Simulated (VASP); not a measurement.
# In4SbAs3 (P1) in VASP: single point with PBEsol

Aim: the single point of In4SbAs3 with PBEsol.

Program: VASP 6.6.1. These are calculated values, not measurements. Logs are shortened: lines on timing, memory, paths and dates and some standing lists are left out, and cuts for length are marked.

## (1) The cell of the first run

The typed cell holds 64 atoms: a = 12.387 Å, b = 12.387 Å, c = 12.387 Å, α = 90.00°, β = 90.00°, γ = 90.00°.

## (2) Single point, PBEsol

INCAR reads:

```
SYSTEM = In4SbAs3
PREC = Accurate ; ENCUT = 500
EDIFF = 1E-6 ; ISMEAR = -1
SIGMA = 0.05 ; LREAL = Auto
LASPH = .TRUE. ; NELM = 120
ALGO = Normal ; ISIF = 2
LWAVE = .FALSE. ; LCHARG = .FALSE.
GGA = PS ; NBANDS = 326
ISYM = -1 ; GGA_COMPAT = .FALSE.
```

KPOINTS reads:

```
explicit points
1
Reciprocal
  0.25000000   0.25000000   0.25000000 1
```

POSCAR reads:

```
In4SbAs3
1.0
   12.3874760727      0.0000000000      0.0000000000
    0.0000000000     12.3874760727      0.0000000000
    0.0000000000      0.0000000000     12.3874760727
In As Sb
32 24 8
Direct
    0.0114430000      0.9997000000      0.0004210000
    0.0038450000      0.0064880000      0.4935440000
    0.9976440000      0.4997490000      0.0005650000
    0.0045590000      0.5062590000      0.4932660000
    0.5047480000      0.9954200000      0.0059750000
    0.5037220000      0.9938880000      0.5040830000
    0.5033470000      0.4955730000      0.0058900000
    0.5053680000      0.4944940000      0.5040340000
    0.2453630000      0.2557290000      0.0055630000
    0.2462820000      0.2562300000      0.5034050000
    0.2460730000      0.7535080000      0.0059980000
    0.2453400000      0.7556320000      0.5054830000
    0.7464420000      0.2564560000      0.0061620000
    0.7462110000      0.2447510000      0.4942450000
    0.7461440000      0.7444970000      0.9945320000
    0.7469570000      0.7429440000      0.4926300000
    0.2465320000      0.9952870000      0.2454550000
    0.2473080000      0.9945930000      0.7443670000
    0.2458310000      0.4943680000      0.2443890000
    0.2464000000      0.4954700000      0.7451950000
    0.7459340000      0.0062960000      0.2560010000
    0.7392820000      0.0015340000      0.7512930000
    0.7519040000      0.5006120000      0.2505300000
    0.7457460000      0.5062520000      0.7560570000
    0.9978130000      0.2506480000      0.2497040000
    0.0114460000      0.2506640000      0.7493280000
    0.0047110000      0.7434410000      0.2558390000
    0.0038720000      0.7435340000      0.7564980000
    0.5035260000      0.2559550000      0.2453190000
    0.5047360000      0.2559870000      0.7455310000
    0.5054420000      0.7540770000      0.2442940000
    0.5035200000      0.7542550000      0.7436580000
    0.1251020000      0.1271700000      0.1276730000
    0.1274390000      0.1245750000      0.6226850000
    0.1232850000      0.6226010000      0.1246780000
    0.1247790000      0.6247230000      0.6251120000
    0.6251450000      0.1270840000      0.1265560000
    0.6227710000      0.1255830000      0.6226590000
    0.6271350000      0.6231340000      0.1248660000
    0.6254930000      0.6250160000      0.6240300000
    0.3748420000      0.3749470000      0.1248520000
    0.3754030000      0.3753950000      0.6244970000
    0.3752740000      0.8744240000      0.1251960000
    0.3752650000      0.8745580000      0.6242040000
    0.8749990000      0.3769230000      0.1268650000
    0.8752620000      0.1270600000      0.3731460000
    0.8751730000      0.6229720000      0.3725860000
    0.8751360000      0.6232550000      0.8769400000
    0.1231940000      0.3748770000      0.3727240000
    0.1249490000      0.3778200000      0.8770810000
    0.1247300000      0.8752480000      0.3745570000
    0.1274280000      0.8729950000      0.8743640000
    0.6270230000      0.3750410000      0.3730290000
    0.6250250000      0.3768940000      0.8769750000
    0.6254920000      0.8742900000      0.3746320000
    0.6227450000      0.8728450000      0.8752430000
    0.8748930000      0.3772240000      0.6234770000
    0.8749880000      0.8737320000      0.1269000000
    0.8748410000      0.8739160000      0.6239650000
    0.3754850000      0.1252130000      0.3749370000
    0.3751180000      0.1254950000      0.8755660000
    0.3748070000      0.6250270000      0.3748500000
    0.3753030000      0.6250930000      0.8750270000
    0.8758740000      0.1271180000      0.8767840000
```

Potentials or basis: VASP PAW PBE potentials, release 64 (In_d, As, Sb).

The run is started by

```bash
cat potpaw_PBE.64/In_d/POTCAR potpaw_PBE.64/As/POTCAR potpaw_PBE.64/Sb/POTCAR > POTCAR
mpirun -np 1 vasp_std > vasp.out
```

OUTCAR:

```text
SYSTEM = In4SbAs3
   PREC = Accurate
   ENCUT = 500
   EDIFF = 1E-6
   ISMEAR = -1
   LREAL = Auto
   LASPH = .TRUE.
   NELM = 120
   ISIF = 2
   GGA = PS
   ISYM = -1

 ion  position               nearest neighbor table
   1  0.011  1.000  0.000-  33 2.64  52 2.64  64 2.77  58 2.78
   2  0.004  0.006  0.494-  46 2.64  34 2.65  51 2.66  59 2.80
   3  0.998  0.500  0.001-  48 2.64  45 2.66  35 2.66  50 2.67
   4  0.005  0.506  0.493-  47 2.63  49 2.65  36 2.65  57 2.78
   5  0.505  0.995  0.006-  43 2.65  56 2.66  37 2.67  61 2.79
   6  0.504  0.994  0.504-  44 2.63  38 2.64  55 2.65  60 2.78
[... 56 lines left out ...]
  63  0.375  0.625  0.875-  20 2.78   7 2.78  11 2.78  32 2.78
  64  0.876  0.127  0.877-  26 2.77   1 2.77  22 2.77  13 2.78

IMPORTANT INFORMATION: All symmetrisations will be switched off!
NOSYMM: (Re-)initialisation of all symmetry stuff for point group C_1.

----------------------------------------------------------------------------------------

                                     Primitive cell

  volume of cell :    1900.8528

  direct lattice vectors                    reciprocal lattice vectors
    12.387476073  0.000000000  0.000000000     0.080726695  0.000000000  0.000000000
     0.000000000 12.387476073  0.000000000     0.000000000  0.080726695  0.000000000
     0.000000000  0.000000000 12.387476073     0.000000000  0.000000000  0.080726695

  length of vectors
    12.387476073 12.387476073 12.387476073     0.080726695  0.080726695  0.080726695

  position of ions in fractional coordinates (direct lattice)
     0.011443000  0.999700000  0.000421000
     0.003845000  0.006488000  0.493544000
     0.997644000  0.499749000  0.000565000
     0.004559000  0.506259000  0.493266000
     0.504748000  0.995420000  0.005975000
     0.503722000  0.993888000  0.504083000
[... 56 lines left out ...]
     0.375303000  0.625093000  0.875027000
     0.875874000  0.127118000  0.876784000

  ion indices of the primitive-cell ions
   primitive index   ion index
                 1           1
                 2           2
                 3           3
                 4           4
                 5           5
                 6           6
[... 56 lines left out ...]
                63          63
                64          64

----------------------------------------------------------------------------------------

 KPOINTS: explicit points

Read explicit list of k-points.

 Found      1 k-points:

 Following reciprocal coordinates:
            Coordinates               Weight
  0.250000  0.250000  0.250000      1.000000
   k-points           NKPTS =      1   k-points in BZ     NKDIM =      1   number of bands    NBANDS=    326
   number of dos      NEDOS =    301   number of ions     NIONS =     64
   total plane-waves  NPLWV = 729000
   dimension x,y,z NGX =    90 NGY =   90 NGZ =   90
   dimension x,y,z NGXF=   180 NGYF=  180 NGZF=  180
   ions per type =              32  24   8
   NGX,Y,Z   is equivalent  to a cutoff of  12.08, 12.08, 12.08 a.u.
   NGXF,Y,Z  is equivalent  to a cutoff of  24.16, 24.16, 24.16 a.u.
 SYSTEM =  In4SbAs3
   PREC   = accura    normal or accurate (medium, high low for compatibility)
   ISTART =      0    job   : 0-new  1-cont  2-samecut
   ICHARG =      2    charge: 1-file 2-atom 10-const
   ISPIN  =      1    spin polarized calculation?
   LNONCOLLINEAR =      F non collinear calculations
   LSORBIT =      F    spin-orbit coupling
   LASPH  =      T    aspherical Exc in radial PAW
   ENCUT  =  500.0 eV  36.75 Ry    6.06 a.u.  22.59 22.59 22.59*2*pi/ulx,y,z
   NELM   =    120;   NELMIN=  2; NELMDL= -5     # of ELM steps
   EDIFF  = 0.1E-05   stopping-criterion for ELM
   LREAL  =      T    real-space projection
   EDIFFG = 0.1E-04   stopping-criterion for IOM
   NSW    =      0    number of steps for IOM
   IBRION =     -1    ionic relax: 0-MD 1-quasi-New 2-CG
   NFREE  =      0    steps in history (QN), initial steepest desc. (CG)
   ISIF   =      2    stress and relaxation
   ISYM   =     -1    0-nonsym 1-usesym 2-fastsym
   POTIM  = 0.5000    time-step for ionic-motion
   TEBEG  =    0.0;   TEEND  =   0.0 temperature during run
   PSTRESS=    0.0 pullay stress
   NELECT =     576.0000    total number of electrons
   NUPDOWN=      -1.0000    fix difference up-down
   EMIN   =  10.00;   EMAX   =-10.00  energy-range for DOS
   EFERMI =   0.00;   METHOD = LEGACY
   ISMEAR =    -1;   SIGMA  =   0.05  broadening in eV -4-tet -1-fermi 0-gaus
   EFERMI_NEDOS =   21; number of points for ismear=-14 and -15
   IALGO  =     38    algorithm
   IMIX   =      4    mixing-type and parameters
     AMIX     =   0.40;   BMIX     =  1.00
     AMIX_MAG =   1.60;   BMIX_MAG =  1.00
  volume/ion in A,a.u.               =      29.70       200.43
  Fermi-wavevector in a.u.,A,eV,Ry     =   1.099595  2.077934 16.450934  1.209110
  Thomas-Fermi vector in A             =   2.235992
   LORBIT       =      0    0 simple, 1 ext, 2 COOP (PROOUT), +10 PAW based schemes
   GGA     = PS    functional components
   LHFCALC =     F    Hartree Fock is set to
   AEXX    =    0.0000 exact exchange contribution
   IVDW    =     0    specifies the selected vdW correction
   LEPSILON=     F    determine dielectric tensor
   LRPA    =     F    only Hartree local field effects (RPA)
 non-spin polarized calculation
  energy-cutoff  :      500.00
  volume of cell :     1900.85
 maximum number of plane-waves:     48257
 NGX is ok and might be reduce to    90
   NGX = 45   NGY = 45   NGZ = 45

 number of electron     575.9999852 magnetization

 Free energy of the ion-electron system (eV)
  ---------------------------------------------------
  ext. energy  EPLUGINS =         0.00000000
  ---------------------------------------------------
  free energy    TOTEN  =      -264.46827986 eV

  energy without entropy =     -264.46785371  energy(sigma->0) =     -264.46806678

 E-fermi :   4.6845     XC(G=0):  -9.1002

 val. band max:        4.2405473915   @ k =   0.2500   0.2500   0.2500
 cond. band min:       5.1093118671   @ k =   0.2500   0.2500   0.2500
 fundamental gap:      0.8687644755
 Fermi energy:         4.6844664674

 k-point     1 :       0.2500    0.2500    0.2500
  band No.  band energies     occupation
      1     -10.1514      2.00000
      2     -10.1438      2.00000
      3     -10.1414      2.00000
      4     -10.1339      2.00000
      5     -10.1331      2.00000
      6     -10.1257      2.00000
[... 292 lines left out ...]
    299       6.1992      0.00000
    300       6.2486      0.00000
 [bands above 300 left out]

------------------------ aborting loop because EDIFF is reached ----------------------------------------

  FORCE on cell =-STRESS in cart. coord.  units (eV):
  Direction    XX          YY          ZZ          XY          YZ          ZX
  --------------------------------------------------------------------------------------
  -------------------------------------------------------------------------------------
  Total        0.6395099      1.0117486      1.0253511     -5.6539611     -5.5973323     -5.6864645
  in kB        0.5390256      0.8527755      0.8642407     -4.7655706     -4.7178398     -4.7929669
  external PRESSURE =       0.7520139 kB  Pullay stress =       0.0000000 kB

 VOLUME and BASIS-vectors are now :
 -----------------------------------------------------------------------------
  energy-cutoff  :      500.00
  volume of cell :     1900.85
      direct lattice vectors                 reciprocal lattice vectors
    12.387476073  0.000000000  0.000000000     0.080726695  0.000000000  0.000000000
     0.000000000 12.387476073  0.000000000     0.000000000  0.080726695  0.000000000
     0.000000000  0.000000000 12.387476073     0.000000000  0.000000000  0.080726695

 POSITION                                       TOTAL-FORCE (eV/Angst)
 -----------------------------------------------------------------------------------
      0.14175     12.38376      0.00522        -0.014566      0.007304     -0.009129
      0.04763      0.08037      6.11376        -0.011390     -0.003145     -0.001791
     12.35829      6.19063      0.00700        -0.013026      0.002035      0.000877
      0.05647      6.27127      6.11032         0.002676     -0.001252      0.008094
      6.25255     12.33074      0.07402         0.004184      0.000695     -0.008804
      6.23984     12.31176      6.24432        -0.002709      0.008889     -0.002537
[... 56 lines left out ...]
      4.64906      7.74332     10.83938         0.002179     -0.004283      0.003579
     10.84987      1.57467     10.86114        -0.000263     -0.012832     -0.011239
 -----------------------------------------------------------------------------------
    total drift:                                0.016723     -0.011662      0.033743

  FREE ENERGIE OF THE ION-ELECTRON SYSTEM (eV)
  ---------------------------------------------------
  free  energy   TOTEN  =      -264.4682798571 eV

  energy  without entropy=     -264.4678537100  energy(sigma->0) =     -264.46806678
```

Run time: 11 min. Hardware: 1 thread of Intel Xeon 6975P-C (Granite Rapids), shared host; peak memory 1.4 GiB.

Results:

| Item | Value |
| --- | --- |
| Free energy | -264.4683 eV |
| Pressure | 0.1 GPa |
| Largest force | 0.019 eV/Å |
| Band gap on the k mesh | 0.87 eV |

Forces on the atoms (eV/Å):
```
In  -0.015  0.007 -0.009
In  -0.011 -0.003 -0.002
In  -0.013  0.002  0.001
In   0.003 -0.001  0.008
In   0.004  0.001 -0.009
In  -0.003  0.009 -0.003
In  -0.004  0.000 -0.009
In   0.002  0.004  0.004
In  -0.002  0.000  0.000
In   0.003 -0.006  0.005
In   0.001  0.003 -0.001
In   0.002  0.001 -0.002
In   0.007 -0.008 -0.002
In   0.002 -0.001  0.000
In   0.009  0.003  0.000
In   0.007  0.008  0.002
In   0.001  0.006 -0.001
In  -0.007  0.006  0.004
In  -0.002  0.005  0.008
In   0.001  0.008  0.001
In  -0.003 -0.004 -0.004
In   0.006 -0.004 -0.006
In  -0.001 -0.006  0.001
In  -0.001 -0.002 -0.009
In   0.002  0.004 -0.001
In  -0.005  0.002 -0.001
In  -0.002  0.003 -0.005
In  -0.003  0.000 -0.001
In  -0.003 -0.004  0.005
In   0.000 -0.006  0.000
In  -0.007  0.004  0.002
In   0.002 -0.001  0.001
As  -0.001 -0.003 -0.008
As   0.013  0.002 -0.001
As  -0.003  0.001  0.014
As   0.000  0.001  0.000
As  -0.006  0.001  0.001
As  -0.002  0.002 -0.004
As   0.003  0.004  0.002
As  -0.002 -0.001  0.003
As   0.006 -0.003 -0.001
As  -0.012 -0.003  0.001
As  -0.004  0.002  0.008
As  -0.001 -0.005  0.003
As  -0.003  0.001  0.006
As   0.005  0.000 -0.005
As   0.005  0.011  0.013
As   0.002 -0.008  0.000
As   0.002  0.009 -0.006
As   0.006 -0.014 -0.008
As   0.002 -0.003  0.001
As   0.009 -0.012  0.000
As   0.006  0.004  0.000
As  -0.001 -0.001  0.001
As   0.002  0.004  0.004
As  -0.003 -0.004  0.003
Sb   0.009  0.003  0.000
Sb  -0.001  0.003 -0.003
Sb   0.000  0.002 -0.007
Sb  -0.001 -0.001  0.007
Sb  -0.003  0.000 -0.004
Sb   0.002 -0.001  0.009
Sb   0.002 -0.004  0.004
Sb   0.000 -0.013 -0.011
```

Stress tensor (GPa, compression positive):
```
 0.05 -0.48 -0.48
-0.48  0.09 -0.47
-0.48 -0.47  0.09
```

Levels at points of the mesh, in eV from the valence-band top:
```tsv
k point	band 286	band 287	band 288	band 289	band 290	band 291
(0.25, 0.25, 0.25)	-0.39	-0.03	0.00	0.87	1.01	1.62
```

Caveat: the PAW data sets were made with another functional, which shifts forces and pressure a little; spin-orbit coupling is left out, which moves the levels of the heavy elements; a shifted mesh leaves out Γ, where band edges can lie. A k mesh can miss the band edges.
